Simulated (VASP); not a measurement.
# SiC (F-43m) in VASP: notebook, part 2 of 2

VASP 6.6.1.

## (4) Single point, PBE

This run uses another cell than the first one, of 6.50 Å³/atom.

Input file INCAR:

```
PREC = Accurate
ENCUT = 600
EDIFF = 1E-6
ISMEAR = 0
SIGMA = 0.02
LREAL = False
LASPH = True
NELM = 120
ALGO = Normal
ISIF = 2
LWAVE = False
LCHARG = True
GGA = PE
LELF = True
LVHAR = True
NBANDS = 11
GGA_COMPAT = False
```

Input file KPOINTS:

```
regular mesh
0
Gamma
  16 16 16
```

Input file POSCAR:

```
SiC
1.0
    0.0000000000      1.8663831366      1.8663831366
    1.8663831366      0.0000000000      1.8663831366
    1.8663831366      1.8663831366      0.0000000000
Si C
1 1
Direct
    0.0000000000      0.0000000000      0.0000000000
    0.2500000000      0.2500000000      0.2500000000
```

Potentials or basis: VASP PAW PBE potentials, release 64 (Si, C).

Launch:

```
> cat potpaw_PBE.64/Si/POTCAR potpaw_PBE.64/C/POTCAR > POTCAR
> mpirun -np 1 vasp_std > vasp.out
```

OUTCAR:

```text
PREC = Accurate
   ENCUT = 600
   EDIFF = 1E-6
   ISMEAR = 0
   LREAL = False
   LASPH = True
   NELM = 120
   ISIF = 2
   GGA = PE

 ion  position               nearest neighbor table
   1  0.000  0.000  0.000-   2 1.62   2 1.62   2 1.62   2 1.62
   2  0.250  0.250  0.250-   1 1.62   1 1.62   1 1.62   1 1.62

  LATTYP: Found a face centered cubic cell.
 ALAT       =     3.7327662732

  Lattice vectors:

 A1 = (   0.0000000000,   1.8663831366,   1.8663831366)
 A2 = (   1.8663831366,   0.0000000000,   1.8663831366)
[... 514 lines left out ...]
      7      26.2163      0.00000
      8      26.9594      0.00000
      9      29.7881      0.00000
     10      31.2266      0.00000
     11      35.9363      0.00000

 [... further k-points ...]
[... 5 lines left out ...]
  --------------------------------------------------------------------------------------
  -------------------------------------------------------------------------------------
  Total       20.2386738     20.2386738     20.2386738     -0.0000000     -0.0000000      0.0000000
  in kB     2493.7920231   2493.7920231   2493.7920231     -0.0000000     -0.0000000      0.0000000
  external PRESSURE =    2493.7920231 kB  Pullay stress =       0.0000000 kB

 VOLUME and BASIS-vectors are now :
 -----------------------------------------------------------------------------
  energy-cutoff  :      600.00
  volume of cell :       13.00
      direct lattice vectors                 reciprocal lattice vectors
     0.000000000  1.866383137  1.866383137    -0.267897834  0.267897834  0.267897834
     1.866383137  0.000000000  1.866383137     0.267897834 -0.267897834  0.267897834
     1.866383137  1.866383137  0.000000000     0.267897834  0.267897834 -0.267897834

 POSITION                                       TOTAL-FORCE (eV/Angst)
 -----------------------------------------------------------------------------------
      0.00000      0.00000      0.00000         0.000000      0.000000      0.000000
      0.93319      0.93319      0.93319        -0.000000     -0.000000     -0.000000
 -----------------------------------------------------------------------------------
    total drift:                               -0.000000     -0.000000     -0.000000

  FREE ENERGIE OF THE ION-ELECTRON SYSTEM (eV)
  ---------------------------------------------------
  free  energy   TOTEN  =       -10.7901790166 eV

  energy  without entropy=      -10.7901790166  energy(sigma->0) =      -10.79017902
```

OSZICAR:

```text
N       E                     dE             d eps       ncg     rms          rms(c)
DAV:   1     0.767952716259E+01    0.76795E+01   -0.49131E+03  3478   0.731E+02
DAV:   2    -0.139174914406E+02   -0.21597E+02   -0.20695E+02  3868   0.130E+02
DAV:   3    -0.143958243666E+02   -0.47833E+00   -0.47755E+00  3873   0.149E+01
DAV:   4    -0.143968036030E+02   -0.97924E-03   -0.97920E-03  3600   0.876E-01
DAV:   5    -0.143968058563E+02   -0.22532E-05   -0.22532E-05  3946   0.384E-02    0.158E+01
DAV:   6    -0.111131190590E+02    0.32837E+01   -0.75380E+00  3406   0.149E+01    0.756E+00
DAV:   7    -0.108019878389E+02    0.31113E+00   -0.12965E+00  3680   0.669E+00    0.290E+00
DAV:   8    -0.107900115724E+02    0.11976E-01   -0.25252E-02  3583   0.119E+00    0.235E-01
DAV:   9    -0.107901315720E+02   -0.12000E-03   -0.49805E-04  3898   0.172E-01    0.152E-01
DAV:  10    -0.107901782419E+02   -0.46670E-04   -0.61268E-05  3535   0.607E-02    0.237E-02
DAV:  11    -0.107901790166E+02   -0.77465E-06   -0.46329E-06  3793   0.142E-02
   1 F= -.10790179E+02 E0= -.10790179E+02  d E =-.294826E-43
```

stdout:

```text
POSCAR found type information on POSCAR SiC
 POSCAR found :  2 types and       2 ions
 scaLAPACK will be used
 LDA part: xc-table for (Slater+PW92), standard interpolation
 POSCAR, INCAR and KPOINTS ok, starting setup
 FFT: planning ... GRIDC
 FFT: planning ... GRID_SOFT
 FFT: planning ... GRID
 WAVECAR not read
 entering main loop
```

Wall time 18 s (1 thread of Intel Xeon 8259CL, shared host); peak memory 0.15 GiB.

What came out:

```
Free energy            : -10.7902 eV
Pressure               : 249.4 GPa
Band gap on the k mesh : 0.78 eV (least direct gap 4.80 eV)
```

Caveat: the cell stands under pressure; semilocal functionals underestimate gaps, and a narrow one can read as zero. A k mesh can miss the band edges.

## (5) Single point, PBE

This run uses another cell than the first one, of 6.50 Å³/atom.

Input file INCAR:

```
SYSTEM = SiC
PREC = Accurate
ENCUT = 600
EDIFF = 1E-6
ISMEAR = 0
SIGMA = 0.02
LREAL = .FALSE.
LASPH = .TRUE.
NELM = 120
ALGO = Normal
ISIF = 2
LWAVE = .FALSE.
LCHARG = .FALSE.
GGA = PE
NBANDS = 11
GGA_COMPAT = .FALSE.
```

Input file KPOINTS:

```
Automatic mesh
0
G
  16 16 16
  0 0 0
```

POSCAR is that of step 4.

Launch:

```
> cat potpaw_PBE.64/Si/POTCAR potpaw_PBE.64/C/POTCAR > POTCAR
> mpirun -np 1 vasp_std > vasp.out
```

Wall time 18 s (1 thread of Intel Xeon 8259CL, shared host); peak memory 0.15 GiB.

Results (log left out):

```
Free energy            : -10.7902 eV
Pressure               : 249.4 GPa
Band gap on the k mesh : 0.78 eV (least direct gap 4.80 eV)
```

Levels at points of the mesh, in eV from the valence-band top:
```csv
k point,band 2,band 3,band 4,band 5,band 6,band 7
"(0.00, 0.00, 0.00)",-0.02,-0.02,-0.02,11.42,11.42,11.42
"(0.50, 0.00, 0.00)",-11.51,-1.07,-1.07,9.39,9.39,10.17
"(0.50, 0.50, 0.00)",-9.67,-4.03,-4.03,0.78,6.40,20.05
```

Caveat: the cell stands under pressure; semilocal functionals underestimate gaps, and a narrow one can read as zero.

## (6) Single point, PBE

This run uses another cell than the first one, of 6.98 Å³/atom.

Input file INCAR:

```
ALGO = Normal ; EDIFF = 1E-6
ENCUT = 600 ; GGA = PE
GGA_COMPAT = False ; ISIF = 2
ISMEAR = 0 ; LASPH = True
LCHARG = True ; LELF = True
LREAL = False ; LVHAR = True
LWAVE = False ; NBANDS = 11
NELM = 120 ; PREC = Accurate
SIGMA = 0.02
```

Input file KPOINTS:

```
k-points
0
Gamma
  16 16 16
```

Input file POSCAR:

```
SiC
1.0
    0.0000000000      1.9109955579      1.9109955579
    1.9109955579      0.0000000000      1.9109955579
    1.9109955579      1.9109955579      0.0000000000
Si C
1 1
Direct
    0.0000000000      0.0000000000      0.0000000000
    0.2500000000      0.2500000000      0.2500000000
```

Potentials or basis: VASP PAW PBE potentials, release 64 (Si, C).

Launch:

```
> cat potpaw_PBE.64/Si/POTCAR potpaw_PBE.64/C/POTCAR > POTCAR
> mpirun -np 1 vasp_std > vasp.out
```

Wall time 19 s (1 thread of Intel Xeon 8259CL, shared host); peak memory 0.15 GiB.

Results (log left out):

* Free energy: -12.0842 eV
* Pressure: 186.9 GPa
* Band gap on the k mesh: 0.88 eV (least direct gap 4.79 eV)

Levels at points of the mesh, in eV from the valence-band top:
```
           k point  band 1  band 2  band 3  band 4  band 5  band 6  band 7  band 8
(0.00, 0.00, 0.00)  -18.82   -0.01   -0.01   -0.01   10.67   10.67   10.67   11.07
(0.50, 0.00, 0.00)  -13.53  -11.00   -1.08   -1.08    9.02    9.02    9.38   12.34
(0.50, 0.50, 0.00)  -11.65   -9.32   -3.91   -3.91    0.88    6.01   19.05   19.05
```

Caveat: the cell stands under pressure.

## (7) Overview

```csv
cell,k mesh,gap on the mesh (eV),pressure (GPa)
"a = 2.783 Å, angles 60.0°, 2 atoms",10 × 10 × 10,1.02,124.5
"a = 2.783 Å, angles 60.0°, 2 atoms",12 × 12 × 12,1.02,124.5
"a = 2.639 Å, angles 60.0°, 2 atoms",16 × 16 × 16,0.78,249.4
"a = 2.703 Å, angles 60.0°, 2 atoms",16 × 16 × 16,0.88,186.9
```

Alike in all rows: task single point; level PBE; potentials or basis VASP PAW PBE potentials, release 64 (Si, C); no spin polarisation; cutoff (eV) 600; smearing gaussian 0.02 eV.

Caveats: the cell stands under pressure; semilocal functionals underestimate gaps, and a narrow one can read as zero (at least some runs).

Absolute energies hang on the potentials; compare differences alone.
